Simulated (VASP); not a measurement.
# SnTe (Pm-3m) in VASP: further runs

SnTe is run at these levels: HSE06, PBE-based screened hybrid with 25 % exact exchange, LDA, PBEsol; tasks: single point.

All numbers are computed with VASP 6.6.1; they aren't measurements. Logs are shortened: lines on timing, memory, paths and dates and some standing lists are left out, and cuts for length are marked.

## 1. The cell of the first run

Symmetry: Pm-3m, No. 221, cubic system. The conventional cell has a = 3.956 Å, b = 3.956 Å, c = 3.956 Å, α = 90.00°, β = 90.00°, γ = 90.00°. Te (site symmetry m-3m) has 8 Sn at 3.43 Å and 6 Te at 3.96 Å within 4.5 Å. Within 4.5 Å of Sn (site symmetry m-3m) lie 8 Te at 3.43 Å and 6 Sn at 3.96 Å.

## 2. Single point, HSE06

POSCAR

```
SnTe
1.0
    3.9560835241      0.0000000000      0.0000000000
    0.0000000000      3.9560835241      0.0000000000
    0.0000000000      0.0000000000      3.9560835241
Te Sn
1 1
Direct
    0.5000000000      0.5000000000      0.5000000000
    0.0000000000      0.0000000000      0.0000000000
```

INCAR.step1

```
SYSTEM = SnTe
PREC     = Accurate       ! precision mode
ENCUT    = 520            ! plane-wave cutoff, eV
EDIFF    = 1E-5           ! SCF threshold, eV
ISMEAR   = -1             ! smearing method
SIGMA    = 0.05           ! smearing width, eV
LREAL    = .FALSE.        ! projectors in reciprocal space
LASPH    = .TRUE.         ! aspherical terms in the spheres
NELM     = 60             ! most SCF steps
ALGO     = Normal         ! electronic algorithm
ISIF     = 2              ! what is computed and relaxed
LWAVE    = .TRUE.         ! write WAVECAR
LCHARG   = .FALSE.        ! write CHGCAR
GGA      = PE             ! functional
NBANDS   = 17             ! bands
```

INCAR.step2

```
SYSTEM = SnTe
PREC     = Accurate       ! precision mode
ENCUT    = 520            ! plane-wave cutoff, eV
EDIFF    = 1E-6           ! SCF threshold, eV
ISMEAR   = -1             ! smearing method
SIGMA    = 0.05           ! smearing width, eV
LREAL    = .FALSE.        ! projectors in reciprocal space
LASPH    = .TRUE.         ! aspherical terms in the spheres
NELM     = 60             ! most SCF steps
ALGO     = Normal         ! electronic algorithm
ISIF     = 2              ! what is computed and relaxed
LWAVE    = .FALSE.        ! write WAVECAR
LCHARG   = .FALSE.        ! write CHGCAR
GGA      = PE             ! functional
LHFCALC  = .TRUE.         ! exact exchange
HFSCREEN = 0.2079         ! screening, 1/A
PRECFOCK = Normal       
ISTART   = 1            
NBANDS   = 17             ! bands
```

KPOINTS

```
Automatic mesh
0
G
  4 4 4
  0 0 0
```

Potentials or basis: VASP PAW PBE potentials, release 64 (Te, Sn_d).

On the command line:

```
cat potpaw_PBE.64/Te/POTCAR potpaw_PBE.64/Sn_d/POTCAR > POTCAR
cp INCAR.step1 INCAR
mpirun -np 1 vasp_std > vasp.out
cp INCAR.step2 INCAR
mpirun -np 1 vasp_std > vasp.out
```

OUTCAR:

```text
SYSTEM = SnTe
   PREC = Accurate
   ENCUT = 520
   EDIFF = 1E-6
   ISMEAR = -1
   LREAL = .FALSE.
   LASPH = .TRUE.
   NELM = 60
   ISIF = 2
   GGA = PE
   LHFCALC = .TRUE.
   HFSCREEN = 0.2079
   PRECFOCK = Normal
   ISTART = 1

 ion  position               nearest neighbor table
   1  0.500  0.500  0.500-   2 3.43   2 3.43   2 3.43   2 3.43   2 3.43   2 3.43   2 3.43   2 3.43

   2  0.000  0.000  0.000-   1 3.43   1 3.43   1 3.43   1 3.43   1 3.43   1 3.43   1 3.43   1 3.43

  LATTYP: Found a simple cubic cell.
 ALAT       =     3.9560835241

  Lattice vectors:

 A1 = (   3.9560835241,   0.0000000000,   0.0000000000)
 A2 = (   0.0000000000,   3.9560835241,   0.0000000000)
 A3 = (   0.0000000000,   0.0000000000,   3.9560835241)

Analysis of symmetry for initial positions (statically):
=====================================================================
 Subroutine PRICEL returns:
 Original cell was already a primitive cell.

 Routine SETGRP: Setting up the symmetry group for a
 simple cubic supercell.

 Subroutine GETGRP returns: Found 48 space group operations
 (whereof 48 operations were pure point group operations)
 out of a pool of 48 trial point group operations.

The static configuration has the point symmetry O_h .

Analysis of symmetry for dynamics (positions and initial velocities):
=====================================================================
 Subroutine PRICEL returns:
 Original cell was already a primitive cell.

 Routine SETGRP: Setting up the symmetry group for a
 simple cubic supercell.

 Subroutine GETGRP returns: Found 48 space group operations
 (whereof 48 operations were pure point group operations)
 out of a pool of 48 trial point group operations.

The dynamic configuration has the point symmetry O_h .

 Subroutine INISYM returns: Found 48 space group operations
 (whereof 48 operations are pure point group operations),
 and found     1 'primitive' translations

----------------------------------------------------------------------------------------

                                     Primitive cell

  volume of cell :      61.9151

  direct lattice vectors                    reciprocal lattice vectors
     3.956083524  0.000000000  0.000000000     0.252775250  0.000000000  0.000000000
     0.000000000  3.956083524  0.000000000     0.000000000  0.252775250  0.000000000
     0.000000000  0.000000000  3.956083524     0.000000000  0.000000000  0.252775250

  length of vectors
     3.956083524  3.956083524  3.956083524     0.252775250  0.252775250  0.252775250

  position of ions in fractional coordinates (direct lattice)
     0.500000000  0.500000000  0.500000000
     0.000000000  0.000000000  0.000000000

  ion indices of the primitive-cell ions
   primitive index   ion index
                 1           1
                 2           2

----------------------------------------------------------------------------------------

 KPOINTS: Automatic mesh

Automatic generation of k-mesh.
 Grid dimensions read from file:
 generate k-points for:    4    4    4

 Generating k-lattice:

  Cartesian coordinates                     Fractional coordinates (reciprocal lattice)
     0.063193812  0.000000000  0.000000000     0.250000000  0.000000000  0.000000000
     0.000000000  0.063193812  0.000000000     0.000000000  0.250000000  0.000000000
     0.000000000  0.000000000  0.063193812     0.000000000  0.000000000  0.250000000

  Length of vectors
     0.063193812  0.063193812  0.063193812

  Shift w.r.t. Gamma in fractional coordinates (k-lattice)
     0.000000000  0.000000000  0.000000000

 Subroutine IBZKPT returns following result:
 ===========================================

 Found     10 irreducible k-points:

 Following reciprocal coordinates:
            Coordinates               Weight
  0.000000  0.000000  0.000000      1.000000
  0.250000  0.000000  0.000000      6.000000
  0.500000  0.000000  0.000000      3.000000
  0.250000  0.250000  0.000000     12.000000
  0.500000  0.250000  0.000000     12.000000
  0.500000  0.500000  0.000000      3.000000
  0.250000  0.250000  0.250000      8.000000
  0.500000  0.250000  0.250000     12.000000
  0.500000  0.500000  0.250000      6.000000
  0.500000  0.500000  0.500000      1.000000
   k-points           NKPTS =     10   k-points in BZ     NKDIM =     64   number of bands    NBANDS=     17
   number of dos      NEDOS =    301   number of ions     NIONS =      2
   total plane-waves  NPLWV =  27000
   dimension x,y,z NGX =    30 NGY =   30 NGZ =   30
   dimension x,y,z NGXF=    60 NGYF=   60 NGZF=   60
   ions per type =               1   1
   NGX,Y,Z   is equivalent  to a cutoff of  12.61, 12.61, 12.61 a.u.
   NGXF,Y,Z  is equivalent  to a cutoff of  25.21, 25.21, 25.21 a.u.
 SYSTEM =  SnTe
   PREC   = accura    normal or accurate (medium, high low for compatibility)
   ISTART =      1    job   : 0-new  1-cont  2-samecut
   ICHARG =      0    charge: 1-file 2-atom 10-const
   ISPIN  =      1    spin polarized calculation?
   LNONCOLLINEAR =      F non collinear calculations
   LSORBIT =      F    spin-orbit coupling
   LASPH  =      T    aspherical Exc in radial PAW
   ENCUT  =  520.0 eV  38.22 Ry    6.18 a.u.   7.36  7.36  7.36*2*pi/ulx,y,z
   NELM   =     60;   NELMIN=  2; NELMDL=  0     # of ELM steps
   EDIFF  = 0.1E-05   stopping-criterion for ELM
   LREAL  =      F    real-space projection
   EDIFFG = 0.1E-04   stopping-criterion for IOM
   NSW    =      0    number of steps for IOM
   IBRION =     -1    ionic relax: 0-MD 1-quasi-New 2-CG
   NFREE  =      0    steps in history (QN), initial steepest desc. (CG)
   ISIF   =      2    stress and relaxation
   ISYM   =      3    0-nonsym 1-usesym 2-fastsym
   POTIM  = 0.5000    time-step for ionic-motion
   TEBEG  =    0.0;   TEEND  =   0.0 temperature during run
   PSTRESS=    0.0 pullay stress
   NELECT =      20.0000    total number of electrons
   NUPDOWN=      -1.0000    fix difference up-down
   EMIN   =  10.00;   EMAX   =-10.00  energy-range for DOS
   EFERMI =   0.00;   METHOD = LEGACY
   ISMEAR =    -1;   SIGMA  =   0.05  broadening in eV -4-tet -1-fermi 0-gaus
   EFERMI_NEDOS =   21; number of points for ismear=-14 and -15
   IALGO  =     38    algorithm
   IMIX   =      1    mixing-type and parameters
     AMIX     =   0.40;   BMIX     =  1.00
     AMIX_MAG =   1.60;   BMIX_MAG =  1.00
  volume/ion in A,a.u.               =      30.96       208.91
  Fermi-wavevector in a.u.,A,eV,Ry     =   1.123275  2.122682 17.167103  1.261746
  Thomas-Fermi vector in A             =   2.259940
   LORBIT       =      0    0 simple, 1 ext, 2 COOP (PROOUT), +10 PAW based schemes
   GGA     = PE    functional components
   LHFCALC =     T    Hartree Fock is set to
   PRECFOCK=normal    Normal, Fast or Accurate (Low or Medium for compatibility)
   ENCUT4O =  -1.0   cutoff for four orbital integrals eV
   NKREDX  =     1    reduce k-point grid by
   NKREDY  =     1    reduce k-point grid by
   NKREDZ  =     1    reduce k-point grid by
   AEXX    =    0.2500 exact exchange contribution
   HFSCREEN=    0.2079 screening length (either q_TF or 0.3 A-1)
   HFSCREENC=   0.2079 screening length for correlation (either q_TF or 0.3 A-1)
   ENCUTFOCK=  -1.0 apply spherical cutoff to Coloumb kernel
   IVDW    =     0    specifies the selected vdW correction
   LEPSILON=     F    determine dielectric tensor
   LRPA    =     F    only Hartree local field effects (RPA)
 non-spin polarized calculation
  energy-cutoff  :      520.00
  volume of cell :       61.92
 maximum number of plane-waves:      1743
 NGX is ok and might be reduce to    30
  NGX = 24; NGY = 24; NGZ = 24

 number of electron      20.0000000 magnetization

 Free energy of the ion-electron system (eV)
  ---------------------------------------------------
  ext. energy  EPLUGINS =         0.00000000
  ---------------------------------------------------
  free energy    TOTEN  =        -8.26901822 eV

  energy without entropy =       -8.25166840  energy(sigma->0) =       -8.26034331

 E-fermi :   6.4723     XC(G=0):  -8.0570

 val. band max:        6.3845069284   @ k =   0.5000   0.2500   0.0000
 cond. band min:       6.5554246658   @ k =   0.5000   0.2500   0.2500
 fundamental gap:      0.1709177374
 Fermi energy:         6.4723174046

 k-point     1 :       0.0000    0.0000    0.0000
  band No.  band energies     occupation
      1     -17.6954      2.00000
      2     -17.6954      2.00000
      3     -17.6627      2.00000
      4     -17.6627      2.00000
      5     -17.6627      2.00000
      6      -6.9063      2.00000
[... 9 lines left out ...]
     16      17.9560      0.00000
     17      17.9560      0.00000

 k-point     2 :       0.2500    0.0000    0.0000
  band No.  band energies     occupation
      1     -17.6948      2.00000
      2     -17.6816      2.00000
      3     -17.6675      2.00000
      4     -17.6675      2.00000
      5     -17.6623      2.00000
      6      -6.4063      2.00000
[... 9 lines left out ...]
     16      15.6955      0.00000
     17      17.6385      0.00000

 k-point     3 :       0.5000    0.0000    0.0000
  band No.  band energies     occupation
      1     -17.6941      2.00000
      2     -17.6723      2.00000
      3     -17.6723      2.00000
      4     -17.6679      2.00000
      5     -17.6619      2.00000
      6      -5.6188      2.00000
[... 9 lines left out ...]
     16      19.1259      0.00000
     17      19.3720      0.00000

 k-point     4 :       0.2500    0.2500    0.0000
  band No.  band energies     occupation
      1     -17.6877      2.00000
      2     -17.6741      2.00000
      3     -17.6732      2.00000
      4     -17.6671      2.00000
      5     -17.6664      2.00000
      6      -5.9405      2.00000
[... 9 lines left out ...]
     16      14.9414      0.00000
     17      15.3421      0.00000
[... 63 lines left out ...]
      1     -17.6779      2.00000
      2     -17.6773      2.00000
      3     -17.6732      2.00000
      4     -17.6712      2.00000
      5     -17.6595      2.00000
      6      -4.9325      2.00000
[... 9 lines left out ...]
     16      16.1197      0.00000
     17      17.7168      0.00000

 k-point     9 :       0.5000    0.5000    0.2500
  band No.  band energies     occupation
      1     -17.6838      2.00000
      2     -17.6763      2.00000
      3     -17.6763      2.00000
      4     -17.6660      2.00000
      5     -17.6520      2.00000
      6      -4.5391      2.00000
[... 9 lines left out ...]
     16      17.7458      0.00000
     17      18.2162      0.00000

 k-point    10 :       0.5000    0.5000    0.5000
  band No.  band energies     occupation
      1     -17.6823      2.00000
      2     -17.6823      2.00000
      3     -17.6823      2.00000
      4     -17.6516      2.00000
      5     -17.6516      2.00000
      6      -4.2418      2.00000
[... 9 lines left out ...]
     16      21.0332      0.00000
     17      22.2706      0.00000

------------------------ aborting loop because EDIFF is reached ----------------------------------------

  FORCE on cell =-STRESS in cart. coord.  units (eV):
  Direction    XX          YY          ZZ          XY          YZ          ZX
  --------------------------------------------------------------------------------------
  -------------------------------------------------------------------------------------
  Total       -0.6306440     -0.6306440     -0.6306440     -0.0000000      0.0000000     -0.0000000
  in kB      -16.3191852    -16.3191852    -16.3191852     -0.0000000      0.0000000     -0.0000000
  external PRESSURE =     -16.3191852 kB  Pullay stress =       0.0000000 kB

 VOLUME and BASIS-vectors are now :
 -----------------------------------------------------------------------------
  energy-cutoff  :      520.00
  volume of cell :       61.92
      direct lattice vectors                 reciprocal lattice vectors
     3.956083524  0.000000000  0.000000000     0.252775250  0.000000000  0.000000000
     0.000000000  3.956083524  0.000000000     0.000000000  0.252775250  0.000000000
     0.000000000  0.000000000  3.956083524     0.000000000  0.000000000  0.252775250

 POSITION                                       TOTAL-FORCE (eV/Angst)
 -----------------------------------------------------------------------------------
      1.97804      1.97804      1.97804         0.000000      0.000000      0.000000
      0.00000      0.00000      0.00000         0.000000      0.000000      0.000000
 -----------------------------------------------------------------------------------
    total drift:                                0.000002      0.000002      0.000002

  FREE ENERGIE OF THE ION-ELECTRON SYSTEM (eV)
  ---------------------------------------------------
  free  energy   TOTEN  =        -8.2690182208 eV

  energy  without entropy=       -8.2516684037  energy(sigma->0) =       -8.26034331
```

Wall time 25 min (1 thread of AMD EPYC 7R13, shared host); peak memory 0.26 GiB.

What came out:

- Free energy: -8.2690 eV
- Pressure: -1.6 GPa
- Band gap on the k mesh: zero (bands 10 and 11 overlap by 1.46 eV)

Caveat: the k points lie up to 0.40 Å⁻¹ apart, too coarse for converged energies and pressures of a metal; the PAW data sets were made with another functional, which shifts forces and pressure a little; spin-orbit coupling is left out, which moves the levels of the heavy elements.

## 3. Single point, PBE-based screened hybrid with 25 % exact exchange

This run uses another cell than the first one, of 28.98 Å³/atom.

POSCAR

```
SnTe
1.0
    3.8698948731      0.0000000000      0.0000000000
    0.0000000000      3.8698948731      0.0000000000
    0.0000000000      0.0000000000      3.8698948731
Te Sn
1 1
Direct
    0.5000000000      0.5000000000      0.5000000000
    0.0000000000      0.0000000000      0.0000000000
```

INCAR.step1

```
PREC = Accurate
ENCUT = 520
EDIFF = 1E-5
ISMEAR = -1
SIGMA = 0.05
LREAL = F
LASPH = T
NELM = 60
ALGO = Normal
ISIF = 2
LWAVE = T
LCHARG = F
GGA = PE
NBANDS = 17
```

INCAR.step2

```
PREC = Accurate
ENCUT = 520
EDIFF = 1E-6
ISMEAR = -1
SIGMA = 0.05
LREAL = F
LASPH = T
NELM = 60
ALGO = Normal
ISIF = 2
LWAVE = F
LCHARG = F
GGA = PE
LHFCALC = T
AEXX = 0.25
HFSCREEN = 0.3
PRECFOCK = Normal
ISTART = 1
NBANDS = 17
```

KPOINTS

```
Automatic mesh
0
Gamma
  4 4 4
```

Potentials or basis: VASP PAW PBE potentials, release 64 (Te, Sn_d).

On the command line:

```
cat potpaw_PBE.64/Te/POTCAR potpaw_PBE.64/Sn_d/POTCAR > POTCAR
cp INCAR.step1 INCAR
mpirun -np 1 vasp_std > vasp.out
cp INCAR.step2 INCAR
mpirun -np 1 vasp_std > vasp.out
```

OUTCAR:

```text
PREC = Accurate
   ENCUT = 520
   EDIFF = 1E-6
   ISMEAR = -1
   LREAL = F
   LASPH = T
   NELM = 60
   ISIF = 2
   GGA = PE
   LHFCALC = T
   AEXX = 0.25
   HFSCREEN = 0.3
   PRECFOCK = Normal
   ISTART = 1

 ion  position               nearest neighbor table
   1  0.500  0.500  0.500-   2 3.35   2 3.35   2 3.35   2 3.35   2 3.35   2 3.35   2 3.35   2 3.35

   2  0.000  0.000  0.000-   1 3.35   1 3.35   1 3.35   1 3.35   1 3.35   1 3.35   1 3.35   1 3.35
[... 382 lines left out ...]
     17      23.6219      0.00000

------------------------ aborting loop because EDIFF is reached ----------------------------------------

  FORCE on cell =-STRESS in cart. coord.  units (eV):
  Direction    XX          YY          ZZ          XY          YZ          ZX
  --------------------------------------------------------------------------------------
  -------------------------------------------------------------------------------------
  Total       -0.0395109     -0.0395109     -0.0395109      0.0000000     -0.0000000      0.0000000
  in kB       -1.0922711     -1.0922711     -1.0922711      0.0000000     -0.0000000      0.0000000
  external PRESSURE =      -1.0922711 kB  Pullay stress =       0.0000000 kB

 VOLUME and BASIS-vectors are now :
 -----------------------------------------------------------------------------
  energy-cutoff  :      520.00
  volume of cell :       57.96
      direct lattice vectors                 reciprocal lattice vectors
     3.869894873  0.000000000  0.000000000     0.258404952  0.000000000  0.000000000
     0.000000000  3.869894873  0.000000000     0.000000000  0.258404952  0.000000000
     0.000000000  0.000000000  3.869894873     0.000000000  0.000000000  0.258404952

 POSITION                                       TOTAL-FORCE (eV/Angst)
 -----------------------------------------------------------------------------------
      1.93495      1.93495      1.93495         0.000000      0.000000      0.000000
      0.00000      0.00000      0.00000         0.000000      0.000000      0.000000
 -----------------------------------------------------------------------------------
    total drift:                                0.000002      0.000002      0.000001

  FREE ENERGIE OF THE ION-ELECTRON SYSTEM (eV)
  ---------------------------------------------------
  free  energy   TOTEN  =        -7.9990355428 eV

  energy  without entropy=       -7.9733461992  energy(sigma->0) =       -7.98619087
```

OUTCAR.step1:

```text
PREC = Accurate
   ENCUT = 520
   EDIFF = 1E-5
   ISMEAR = -1
   LREAL = F
[... 406 lines left out ...]
      1.93495      1.93495      1.93495         0.000000      0.000000      0.000000
      0.00000      0.00000      0.00000         0.000000      0.000000      0.000000
 -----------------------------------------------------------------------------------
    total drift:                                0.000000     -0.000000     -0.000000

  FREE ENERGIE OF THE ION-ELECTRON SYSTEM (eV)
  ---------------------------------------------------
  free  energy   TOTEN  =        -6.9183176581 eV

  energy  without entropy=       -6.8939186101  energy(sigma->0) =       -6.90611813
```

It took 15 min on 1 thread of Intel Xeon Platinum 8375C at 2.90GHz (Ice Lake), shared host; peak memory 0.28 GiB.

What came out:

| Item | Value |
| --- | --- |
| Free energy | -7.9990 eV |
| Pressure | -0.1 GPa |
| Band gap on the k mesh | zero (bands 10 and 11 overlap by 1.67 eV) |

Levels at points of the mesh, in eV from the Fermi level:
| k point | band 7 | band 8 | band 9 | band 10 | band 11 | band 12 | band 13 | band 14 |
| --- | --- | --- | --- | --- | --- | --- | --- | --- |
| (0.00, 0.00, 0.00) | -5.52 | -2.00 | -2.00 | -2.00 | 3.86 | 3.86 | 6.17 | 6.17 |
| (0.50, 0.00, 0.00) | -9.07 | -0.34 | -0.34 | 0.20 | 0.43 | 2.51 | 2.51 | 5.80 |
| (0.50, 0.50, 0.00) | -6.90 | -5.40 | -5.40 | 0.32 | 3.92 | 4.39 | 4.39 | 6.43 |
| (0.50, 0.50, 0.50) | -5.57 | -3.27 | -3.27 | -3.27 | -1.36 | -1.36 | -1.36 | 15.20 |

Caveat: the k points lie up to 0.41 Å⁻¹ apart, too coarse for converged energies and pressures of a metal; the PAW data sets were made with another functional, which shifts forces and pressure a little; spin-orbit coupling is left out, which moves the levels of the heavy elements.

(Continued in part 2 of 2.)
